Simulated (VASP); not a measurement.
Wanted: the native input for a VASP 6.6.1 run.

```yaml
Task: relaxation of cell and atoms
Functional: PBEsol
Potentials_or_basis: VASP PAW PBE potentials, release 64 (Ba_sv, Ti_sv, O)
Cutoff: 600 eV
k_mesh: 7 × 7 × 7
Occupations: fermi-dirac, width 0.05 eV
Spin: no spin polarisation
Hubbard_terms: Ti d U = 3.0 eV
Dipole_correction: no
Further_INCAR_settings: ALGO = Normal; EDIFF = 1e-06; IBRION = 2; EDIFFG = -0.01; NSW = 60; ISIF = 3
```

The structure of BaTiO3 lies in POSCAR:

```
BaTiO3
1.0
    2.8273666084      1.6323808724      2.3183934932
   -2.8273666084      1.6323808724      2.3183934932
    0.0000000000     -3.2647617449      2.3183934932
Ba Ti O
1 1 3
Direct
    0.0000000000      0.0000000000      0.0000000000
    0.4845000000      0.4845000000      0.4845000000
    0.5086000000      0.0175000000      0.5086000000
    0.0175000000      0.5086000000      0.5086000000
    0.5086000000      0.5086000000      0.0175000000
```

These files were run (other wordings do the same):

INCAR

```
PREC = Accurate
ENCUT = 600
EDIFF = 1E-6
ISMEAR = -1
SIGMA = 0.05
LREAL = False
LASPH = True
NELM = 150
ALGO = Normal
ISIF = 3
LWAVE = False
LCHARG = False
LMAXMIX = 4
LDAU = True
LDAUTYPE = 2
LDAUL = -1 2 -1
LDAUU = 0 3 0
LDAUJ = 0 0 0
LDAUPRINT = 1
GGA = PS
IBRION = 2
NSW = 60
EDIFFG = -0.01
```

KPOINTS

```
regular mesh
0
Gamma
  7 7 7
```

Potentials or basis: VASP PAW PBE potentials, release 64 (Ba_sv, Ti_sv, O).

Launch:

```console
$ cat potpaw_PBE.64/Ba_sv/POTCAR potpaw_PBE.64/Ti_sv/POTCAR potpaw_PBE.64/O/POTCAR > POTCAR
$ mpirun -np 1 vasp_std > vasp.out
```

It gave:

| Property | Result |
| --- | --- |
| Relaxed volume | 12.81 Å³/atom |
| Relaxed cell | a = 4.001 Å, b = 4.001 Å, c = 4.001 Å, α = 90.00°, β = 90.00°, γ = 90.00° |
| Space group after relaxing (to 0.1 Å) | Pm-3m (No. 221) |
| Energy gained by relaxing | 12.9 meV/atom |
| Ionic steps | 14 |
| Pressure after relaxing | 0.0 GPa |
| Largest force after relaxing | 0.007 eV/Å |
| Band gap on the k mesh | 2.10 eV (least direct gap 2.22 eV) |

Caveat: the PAW data sets were made with another functional, which shifts forces and pressure a little; spin-orbit coupling is left out, which moves the levels of the heavy elements.

Wall time 9.5 min on 1 thread of AMD EPYC 9755 128-Core Processor, on a shared host, peak memory 0.22 GiB.
